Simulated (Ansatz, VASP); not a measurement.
## Two plane-wave programs on Ta

Contents of INCAR:

```
SYSTEM = Ta
PREC     = Accurate       ! precision mode
ENCUT    = 500            ! plane-wave cutoff, eV
EDIFF    = 1E-7           ! SCF threshold, eV
ISMEAR   = -1             ! smearing method
SIGMA    = 0.1            ! smearing width, eV
LREAL    = .False.        ! projectors in reciprocal space
LASPH    = .True.         ! aspherical terms in the spheres
NELM     = 120            ! most SCF steps
ALGO     = Normal         ! electronic algorithm
ISIF     = 3              ! what is computed and relaxed
LWAVE    = .False.        ! write WAVECAR
LCHARG   = .False.        ! write CHGCAR
GGA      = PS             ! functional
IVDW     = 12             ! dispersion correction
IBRION   = 2              ! ionic algorithm
NSW      = 80             ! ionic steps
EDIFFG   = -0.02          ! ionic threshold
GGA_COMPAT= .False.      
NELMIN   = 4
```

The input KPOINTS:

```
regular mesh
0
Gamma
  13 13 7
  0 0 0
```

Contents of POSCAR:

```
Ta
1.0
    2.9003720000      0.0000000000      0.0000000000
   -1.4501860000      2.5117958324      0.0000000000
    0.0000000000      0.0000000000      5.1662740000
Ta
2
Direct
    0.6666666667      0.3333333333      0.7500000000
    0.3333333333      0.6666666667      0.2500000000
```

Input for Ansatz:

```yaml
crystal:
  lattice:
    a: 2.900372
    b: 2.900372
    c: 5.166274
    alpha: 90.0
    beta: 90.0
    gamma: 120.0
  space_group: 194
  atoms:
    - { symbol: Ta, position: [0.6666666666666666, 0.3333333333333333, 0.75] }
basis:
  ecutwfc: 517.016338673772
kpoints:
  mp_grid:
    grid: [13, 13, 7]
hamiltonian:
  xc: pbesol
  dispersion: d3bj
scf:
  occupations:
    method: fermi_dirac
    width: 0.1
relax:
  f_tol: 0.02
  cell: {}
```

Alike in both runs: task relaxation of cell and atoms; functional PBEsol; dispersion D3(BJ); k mesh 13 × 13 × 7; occupations fermi-dirac, width 0.1 eV; no spin polarisation.

```csv
,VASP,Ansatz
version,VASP 6.6.1,Ansatz 0.2.0
potentials or method,"VASP PAW PBE potentials, release 64 (Ta_pv), cutoff 500 eV","plane waves, PAW"
valence electrons in the cell,22,26
```

|  | VASP | Ansatz | Ansatz less VASP |
| --- | --- | --- | --- |
| relaxed volume (Å³/atom) | 17.57 | 17.55 | -0.017 |
| relaxed cell length with the largest relative difference (Å) | 2.840 | 2.839 | -0.0011 |

VASP's potentials were made for PBE, not for PBEsol. VASP's potentials hold 22 valence electrons a cell and Ansatz's 26, so a difference there can come from the potentials and not from the codes.

Neither program's run includes spin-orbit coupling.
